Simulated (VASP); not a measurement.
Crystal: NaCl.

```
CELL_PARAMETERS angstrom
3.50219 0.00000 0.00000
0.00000 3.50219 0.00000
0.00000 0.00000 3.50219
ATOMIC_POSITIONS crystal
Cl 0.50000 0.50000 0.50000
Na 0.00000 0.00000 0.00000
```

| Quantity | Value |
| --- | --- |
| Program | VASP 6.6.1 |
| Task | relaxation of cell and atoms |
| Functional | RPBE |
| Potentials or basis | VASP PAW PBE potentials, release 64 (Cl, Na_pv) |
| Cutoff | 600 eV |
| k mesh | 8 × 8 × 8 |
| Occupations | fermi-dirac, width 0.05 eV |
| Spin | no spin polarisation |

At the start: pressure 1.9 GPa; volume 21.48 Å³/atom.

Task: How do energy, volume and symmetry change on relaxing?

Result: Over 3 steps the energy falls by 9.4 meV/atom and the volume is 23.18 Å³/atom (+7.9 %); space group Pm-3m (No. 221, to 0.05 Å).

Step by step:
| step | energy change (eV) | largest force (eV/Å) | pressure (GPa) | volume (Å³) |
| --- | --- | --- | --- | --- |
| 1 | 0.0000 | 0.0000 | 1.91 | 42.96 |
| 2 | -0.0140 | 0.0000 | 0.96 | 44.57 |
| 3 | -0.0187 | 0.0000 | 0.04 | 46.37 |

Final structure:
```
Cl Na
1.0
     3.59261    0.00000    0.00000
     0.00000    3.59261    0.00000
     0.00000    0.00000    3.59261
Cl Na
1 1
Direct
  0.50000 0.50000 0.50000
  0.00000 0.00000 0.00000
```

Caveat: the PAW data sets were made with another functional, which shifts forces and pressure a little.
